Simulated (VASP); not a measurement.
# GaP (de600) (F-43m) in VASP: notebook

GaP (de600) is run at these levels: LDA; tasks: single point, relaxation of cell and atoms.

Program: VASP 6.6.1. These are calculated values, not measurements. Logs are shortened: lines on timing, memory, paths and dates and some standing lists are left out, and cuts for length are marked.

**1. The cell of the first run**

Symmetry: F-43m, No. 216, cubic system. The conventional cell has a = 5.452 Å, b = 5.452 Å, c = 5.452 Å, α = 90.00°, β = 90.00°, γ = 90.00°. Ga (site symmetry -43m) has 4 P at 2.36 Å within 3.1 Å. Within 3.1 Å of P (site symmetry -43m) lie 4 Ga at 2.36 Å.

**2. Single point, LDA**

INCAR reads:

```
PREC = Accurate ; ENCUT = 520
EDIFF = 1E-6 ; ISMEAR = 0
SIGMA = 0.1 ; LREAL = F
LASPH = T ; NELM = 60
ALGO = Normal ; ISIF = 2
LWAVE = F ; LCHARG = T
LELF = T ; LVHAR = T
NBANDS = 16
```

KPOINTS reads:

```
Automatic mesh
0
Gamma
  6 6 6
```

POSCAR reads:

```
GaP
1.0
    0.0000000000      2.7258124900      2.7258124900
    2.7258124900      0.0000000000      2.7258124900
    2.7258124900      2.7258124900      0.0000000000
Ga P
1 1
Direct
    0.0000000000      0.0000000000      0.0000000000
    0.7500000000      0.7500000000      0.7500000000
```

Potentials or basis: VASP PAW LDA potentials, release 64 (Ga_d, P).

The run is started by

```console
cat potpaw_LDA.64/Ga_d/POTCAR potpaw_LDA.64/P/POTCAR > POTCAR
mpirun -np 1 vasp_std > vasp.out
```

OUTCAR:

```text
PREC = Accurate
   ENCUT = 520
   EDIFF = 1E-6
   ISMEAR = 0
   LREAL = F
   LASPH = T
   NELM = 60
   ISIF = 2

 ion  position               nearest neighbor table
   1  0.000  0.000  0.000-   2 2.36   2 2.36   2 2.36   2 2.36
   2  0.750  0.750  0.750-   1 2.36   1 2.36   1 2.36   1 2.36

  LATTYP: Found a face centered cubic cell.
 ALAT       =     5.4516249800

  Lattice vectors:

 A1 = (   0.0000000000,   2.7258124900,   2.7258124900)
 A2 = (   2.7258124900,   0.0000000000,   2.7258124900)
 A3 = (   2.7258124900,   2.7258124900,   0.0000000000)

Analysis of symmetry for initial positions (statically):
=====================================================================
 Subroutine PRICEL returns:
 Original cell was already a primitive cell.

 Routine SETGRP: Setting up the symmetry group for a
 face centered cubic supercell.

 Subroutine GETGRP returns: Found 24 space group operations
 (whereof 24 operations were pure point group operations)
 out of a pool of 48 trial point group operations.

The static configuration has the point symmetry T_d .

Analysis of symmetry for dynamics (positions and initial velocities):
=====================================================================
 Subroutine PRICEL returns:
 Original cell was already a primitive cell.

 Routine SETGRP: Setting up the symmetry group for a
 face centered cubic supercell.

 Subroutine GETGRP returns: Found 24 space group operations
 (whereof 24 operations were pure point group operations)
 out of a pool of 48 trial point group operations.

The dynamic configuration has the point symmetry T_d .

 Subroutine INISYM returns: Found 24 space group operations
 (whereof 24 operations are pure point group operations),
 and found     1 'primitive' translations

----------------------------------------------------------------------------------------

                                     Primitive cell

  volume of cell :      40.5059

  direct lattice vectors                    reciprocal lattice vectors
     0.000000000  2.725812490  2.725812490    -0.183431546  0.183431546  0.183431546
     2.725812490  0.000000000  2.725812490     0.183431546 -0.183431546  0.183431546
     2.725812490  2.725812490  0.000000000     0.183431546  0.183431546 -0.183431546

  length of vectors
     3.854880992  3.854880992  3.854880992     0.317712758  0.317712758  0.317712758

  position of ions in fractional coordinates (direct lattice)
     0.000000000  0.000000000  0.000000000
     0.750000000  0.750000000  0.750000000

  ion indices of the primitive-cell ions
   primitive index   ion index
                 1           1
                 2           2

----------------------------------------------------------------------------------------

 KPOINTS: Automatic mesh

Automatic generation of k-mesh.
 Grid dimensions read from file:
 generate k-points for:    6    6    6

 Generating k-lattice:

  Cartesian coordinates                     Fractional coordinates (reciprocal lattice)
    -0.030571924  0.030571924  0.030571924     0.166666667  0.000000000  0.000000000
     0.030571924 -0.030571924  0.030571924     0.000000000  0.166666667  0.000000000
     0.030571924  0.030571924 -0.030571924     0.000000000  0.000000000  0.166666667

  Length of vectors
     0.052952126  0.052952126  0.052952126

  Shift w.r.t. Gamma in fractional coordinates (k-lattice)
     0.000000000  0.000000000  0.000000000

 Subroutine IBZKPT returns following result:
 ===========================================

 Found     16 irreducible k-points:

 Following reciprocal coordinates:
            Coordinates               Weight
  0.000000  0.000000  0.000000      1.000000
  0.166667  0.000000  0.000000      8.000000
  0.333333  0.000000  0.000000      8.000000
  0.500000  0.000000  0.000000      4.000000
  0.166667  0.166667  0.000000      6.000000
  0.333333  0.166667  0.000000     24.000000
[... 8 lines left out ...]
 -0.333333  0.333333  0.166667     24.000000
 -0.333333  0.500000  0.166667     12.000000
   k-points           NKPTS =     16   k-points in BZ     NKDIM =     16   number of bands    NBANDS=     16
   number of dos      NEDOS =    301   number of ions     NIONS =      2
   total plane-waves  NPLWV =  27000
   dimension x,y,z NGX =    30 NGY =   30 NGZ =   30
   dimension x,y,z NGXF=    60 NGYF=   60 NGZF=   60
   ions per type =               1   1
   NGX,Y,Z   is equivalent  to a cutoff of  12.94, 12.94, 12.94 a.u.
   NGXF,Y,Z  is equivalent  to a cutoff of  25.88, 25.88, 25.88 a.u.
 SYSTEM =  unknown system
   PREC   = accura    normal or accurate (medium, high low for compatibility)
   ISTART =      0    job   : 0-new  1-cont  2-samecut
   ICHARG =      2    charge: 1-file 2-atom 10-const
   ISPIN  =      1    spin polarized calculation?
   LNONCOLLINEAR =      F non collinear calculations
   LSORBIT =      F    spin-orbit coupling
   LASPH  =      T    aspherical Exc in radial PAW
   ENCUT  =  520.0 eV  38.22 Ry    6.18 a.u.   7.17  7.17  7.17*2*pi/ulx,y,z
   NELM   =     60;   NELMIN=  2; NELMDL= -5     # of ELM steps
   EDIFF  = 0.1E-05   stopping-criterion for ELM
   LREAL  =      F    real-space projection
   EDIFFG = 0.1E-04   stopping-criterion for IOM
   NSW    =      0    number of steps for IOM
   IBRION =     -1    ionic relax: 0-MD 1-quasi-New 2-CG
   NFREE  =      0    steps in history (QN), initial steepest desc. (CG)
   ISIF   =      2    stress and relaxation
   ISYM   =      2    0-nonsym 1-usesym 2-fastsym
   POTIM  = 0.5000    time-step for ionic-motion
   TEBEG  =    0.0;   TEEND  =   0.0 temperature during run
   PSTRESS=    0.0 pullay stress
   NELECT =      18.0000    total number of electrons
   NUPDOWN=      -1.0000    fix difference up-down
   EMIN   =  10.00;   EMAX   =-10.00  energy-range for DOS
   EFERMI =   0.00;   METHOD = LEGACY
   ISMEAR =     0;   SIGMA  =   0.10  broadening in eV -4-tet -1-fermi 0-gaus
   EFERMI_NEDOS =   21; number of points for ismear=-14 and -15
   IALGO  =     38    algorithm
   IMIX   =      4    mixing-type and parameters
     AMIX     =   0.40;   BMIX     =  1.00
     AMIX_MAG =   1.60;   BMIX_MAG =  1.00
  volume/ion in A,a.u.               =      20.25       136.67
  Fermi-wavevector in a.u.,A,eV,Ry     =   1.249280  2.360796 21.234610  1.560700
  Thomas-Fermi vector in A             =   2.383328
   LORBIT       =      0    0 simple, 1 ext, 2 COOP (PROOUT), +10 PAW based schemes
   GGA     = CA    functional components
   LHFCALC =     F    Hartree Fock is set to
   AEXX    =    0.0000 exact exchange contribution
   IVDW    =     0    specifies the selected vdW correction
   LEPSILON=     F    determine dielectric tensor
   LRPA    =     F    only Hartree local field effects (RPA)
 non-spin polarized calculation
 Gauss-broadening in eV      SIGMA  =   0.10
  energy-cutoff  :      520.00
  volume of cell :       40.51
 maximum number of plane-waves:      1113
 NGX is ok and might be reduce to    30
   NGX = 15   NGY = 15   NGZ = 15

 number of electron      17.9999989 magnetization

 Free energy of the ion-electron system (eV)
  ---------------------------------------------------
  ext. energy  EPLUGINS =         0.00000000
  ---------------------------------------------------
  free energy    TOTEN  =       -10.42444868 eV

  energy without entropy =      -10.42444868  energy(sigma->0) =      -10.42444868

 E-fermi :   4.9527     XC(G=0): -10.1597

 val. band max:        4.5056428095   @ k =   0.0000   0.0000   0.0000
 cond. band min:       5.9973562507   @ k =   0.5000   0.5000   0.0000
 fundamental gap:      1.4917134412
 Fermi energy:         4.9526518328

 k-point     1 :       0.0000    0.0000    0.0000
  band No.  band energies     occupation
      1     -10.2062      2.00000
      2     -10.2062      2.00000
      3     -10.2062      2.00000
      4     -10.1085      2.00000
      5     -10.1085      2.00000
      6      -8.0009      2.00000
[... 8 lines left out ...]
     15      14.2985      0.00000
     16      14.2985      0.00000

 k-point     2 :       0.1667    0.0000    0.0000
  band No.  band energies     occupation
      1     -10.2268      2.00000
      2     -10.1985      2.00000
      3     -10.1985      2.00000
      4     -10.1084      2.00000
      5     -10.1084      2.00000
      6      -7.6451      2.00000
[... 8 lines left out ...]
     15      13.4287      0.00000
     16      14.2790      0.00000

 k-point     3 :       0.3333    0.0000    0.0000
  band No.  band energies     occupation
      1     -10.2640      2.00000
      2     -10.1862      2.00000
      3     -10.1862      2.00000
      4     -10.1050      2.00000
      5     -10.1050      2.00000
      6      -6.6930      2.00000
[... 8 lines left out ...]
     15      14.0950      0.00000
     16      14.0950      0.00000

 k-point     4 :       0.5000    0.0000    0.0000
  band No.  band energies     occupation
      1     -10.2812      2.00000
      2     -10.1819      2.00000
      3     -10.1819      2.00000
      4     -10.1013      2.00000
      5     -10.1013      2.00000
      6      -5.9176      2.00000
[... 8 lines left out ...]
     15      16.1634      0.00000
     16      16.1634      0.00000
[... 172 lines left out ...]
 k-point    14 :       0.5000    0.3333    0.1667
  band No.  band energies     occupation
      1     -10.2862      2.00000
      2     -10.1727      2.00000
      3     -10.1615      2.00000
      4     -10.1225      2.00000
      5     -10.0978      2.00000
      6      -5.9088      2.00000
[... 8 lines left out ...]
     15      16.1779      0.00000
     16      17.6783      0.00000

 k-point    15 :      -0.3333    0.3333    0.1667
  band No.  band energies     occupation
      1     -10.2917      2.00000
      2     -10.1729      2.00000
      3     -10.1549      2.00000
      4     -10.1193      2.00000
      5     -10.1009      2.00000
      6      -5.2414      2.00000
[... 8 lines left out ...]
     15      16.8540      0.00000
     16      17.1719      0.00000

 k-point    16 :      -0.3333    0.5000    0.1667
  band No.  band energies     occupation
      1     -10.3025      2.00000
      2     -10.1617      2.00000
      3     -10.1471      2.00000
      4     -10.1290      2.00000
      5     -10.0955      2.00000
      6      -4.9278      2.00000
[... 8 lines left out ...]
     15      16.3579      0.00000
     16      18.0476      0.00000

------------------------ aborting loop because EDIFF is reached ----------------------------------------

  FORCE on cell =-STRESS in cart. coord.  units (eV):
  Direction    XX          YY          ZZ          XY          YZ          ZX
  --------------------------------------------------------------------------------------
  -------------------------------------------------------------------------------------
  Total       -0.6838583     -0.6838583     -0.6838583      0.0000000      0.0000000     -0.0000000
  in kB      -27.0494711    -27.0494711    -27.0494711      0.0000000      0.0000000     -0.0000000
  external PRESSURE =     -27.0494711 kB  Pullay stress =       0.0000000 kB

 VOLUME and BASIS-vectors are now :
 -----------------------------------------------------------------------------
  energy-cutoff  :      520.00
  volume of cell :       40.51
      direct lattice vectors                 reciprocal lattice vectors
     0.000000000  2.725812490  2.725812490    -0.183431546  0.183431546  0.183431546
     2.725812490  0.000000000  2.725812490     0.183431546 -0.183431546  0.183431546
     2.725812490  2.725812490  0.000000000     0.183431546  0.183431546 -0.183431546

 POSITION                                       TOTAL-FORCE (eV/Angst)
 -----------------------------------------------------------------------------------
      0.00000      0.00000      0.00000        -0.000000     -0.000000     -0.000000
      4.08872      4.08872      4.08872         0.000000      0.000000      0.000000
 -----------------------------------------------------------------------------------
    total drift:                               -0.000000     -0.000000     -0.000000

  FREE ENERGIE OF THE ION-ELECTRON SYSTEM (eV)
  ---------------------------------------------------
  free  energy   TOTEN  =       -10.4244486840 eV

  energy  without entropy=      -10.4244486840  energy(sigma->0) =      -10.42444868
```

Wall time 5.1 s (1 thread of Intel Xeon 6975P-C (Granite Rapids), shared host); peak memory 0.14 GiB.

Results:

```yaml
Free_energy: -10.4244 eV
Pressure: -2.7 GPa
Band_gap_on_the_k_mesh: 1.49 eV, indirect (least direct gap 1.63 eV)
```

A k mesh can miss the band edges. Expect the measured gap to be larger: semilocal functionals such as LDA lack the derivative discontinuity.

**3. Single point, LDA**

This run uses another cell than the first one, of 19.59 Å³/atom, 0.967 times its volume.

INCAR reads:

```
SYSTEM = GaP
PREC = Accurate ; ENCUT = 520
EDIFF = 1E-7 ; ISMEAR = 0
SIGMA = 0.02 ; LREAL = .FALSE.
LASPH = .TRUE. ; NELM = 80
ALGO = Normal ; ISIF = 2
LWAVE = .FALSE. ; LCHARG = .FALSE.
NBANDS = 16
```

KPOINTS reads:

```
regular mesh
0
G
  8 8 8
  0 0 0
```

POSCAR reads:

```
GaP
1.0
    0.0000000000      2.6956990820      2.6956990820
    2.6956990820      0.0000000000      2.6956990820
    2.6956990820      2.6956990820      0.0000000000
Ga P
1 1
Direct
    0.0000000000      0.0000000000      0.0000000000
    0.7500000000      0.7500000000      0.7500000000
```

Potentials or basis: VASP PAW LDA potentials, release 64 (Ga_d, P).

The run is started by

```console
cat potpaw_LDA.64/Ga_d/POTCAR potpaw_LDA.64/P/POTCAR > POTCAR
mpirun -np 1 vasp_std > vasp.out
```

OUTCAR:

```text
SYSTEM = GaP
   PREC = Accurate
   ENCUT = 520
   EDIFF = 1E-7
   ISMEAR = 0
   LREAL = .FALSE.
   LASPH = .TRUE.
   NELM = 80
   ISIF = 2

 ion  position               nearest neighbor table
   1  0.000  0.000  0.000-   2 2.33   2 2.33   2 2.33   2 2.33
   2  0.750  0.750  0.750-   1 2.33   1 2.33   1 2.33   1 2.33

  LATTYP: Found a face centered cubic cell.
 ALAT       =     5.3913981640

  Lattice vectors:

 A1 = (   0.0000000000,   2.6956990820,   2.6956990820)
 A2 = (   2.6956990820,   0.0000000000,   2.6956990820)
 A3 = (   2.6956990820,   2.6956990820,   0.0000000000)

[... 625 lines left out ...]
      6      -5.2878      2.00000
[... 8 lines left out ...]
     15      16.8437      0.00000
     16      17.4325      0.00000

 [... further k-points ...]
[... 5 lines left out ...]
  --------------------------------------------------------------------------------------
  -------------------------------------------------------------------------------------
  Total        0.0282491      0.0282491      0.0282491     -0.0000000      0.0000000     -0.0000000
  in kB        1.1552378      1.1552378      1.1552378     -0.0000000      0.0000000     -0.0000000
  external PRESSURE =       1.1552378 kB  Pullay stress =       0.0000000 kB

 VOLUME and BASIS-vectors are now :
 -----------------------------------------------------------------------------
  energy-cutoff  :      520.00
  volume of cell :       39.18
      direct lattice vectors                 reciprocal lattice vectors
     0.000000000  2.695699082  2.695699082    -0.185480643  0.185480643  0.185480643
     2.695699082  0.000000000  2.695699082     0.185480643 -0.185480643  0.185480643
     2.695699082  2.695699082  0.000000000     0.185480643  0.185480643 -0.185480643

 POSITION                                       TOTAL-FORCE (eV/Angst)
 -----------------------------------------------------------------------------------
      0.00000      0.00000      0.00000         0.000000      0.000000      0.000000
      4.04355      4.04355      4.04355        -0.000000     -0.000000     -0.000000
 -----------------------------------------------------------------------------------
    total drift:                               -0.000000     -0.000000     -0.000000

  FREE ENERGIE OF THE ION-ELECTRON SYSTEM (eV)
  ---------------------------------------------------
  free  energy   TOTEN  =       -10.4507682031 eV

  energy  without entropy=      -10.4507682031  energy(sigma->0) =      -10.45076820
```

stdout:

```text
POSCAR found type information on POSCAR GaP
 POSCAR found :  2 types and       2 ions
 scaLAPACK will be used
 LDA part: xc-table for (Slater(with rela. corr.)+CA(PZ))
 , standard interpolation
 POSCAR, INCAR and KPOINTS ok, starting setup
 FFT: planning ... GRIDC
 FFT: planning ... GRID_SOFT
 FFT: planning ... GRID
 WAVECAR not read
 entering main loop
```

Run time: 6.8 s. Hardware: 1 thread of Intel Xeon 6975P-C (Granite Rapids), shared host; peak memory 0.14 GiB.

What came out:

* Free energy: -10.4508 eV
* Pressure: 0.1 GPa
* Band gap on the k mesh: 1.43 eV, indirect (least direct gap 1.91 eV)

(Part 1 of 2 ends here.)
